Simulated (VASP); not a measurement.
PtS2, 3 atoms in the cell. It takes space group P-3m1 (No. 164, trigonal). The conventional cell has a = 3.451 Å, b = 3.451 Å, c = 6.822 Å, α = 90.00°, β = 90.00°, γ = 120.00°. Pt (site symmetry -3m) has 6 S at 2.38 Å within 3.1 Å. S (site symmetry 3m) has 3 Pt at 2.38 Å within 3.1 Å. 

- Program: VASP 6.6.1
- Task: single point
- Functional: PBE
- Potentials or basis: VASP PAW PBE potentials, release 64 (Pt, S)
- Cutoff: 520 eV
- k mesh: 9 × 9 × 4
- Occupations: gaussian, width 0.05 eV
- Spin: no spin polarisation
- Dipole correction: no
- Further INCAR settings: ALGO = Normal; EDIFF = 1e-07; NBANDS = 18

Potentials or basis: VASP PAW PBE potentials, release 64 (Pt, S).

The run is started by

```bash
$ cat potpaw_PBE.64/Pt/POTCAR potpaw_PBE.64/S/POTCAR > POTCAR
$ mpirun -np 1 vasp_std > vasp.out
```

Hardware: 1 thread of Intel(R) Xeon(R) Platinum 8559C (Emerald Rapids), with other jobs on the host.

**Question.** Estimate the wall time of this run.

**Answer.** It took 51 s on 1 thread of Intel(R) Xeon(R) Platinum 8559C (Emerald Rapids), on a shared host, peak memory 0.22 GiB. Counts: scf iterations 15, k points 43.
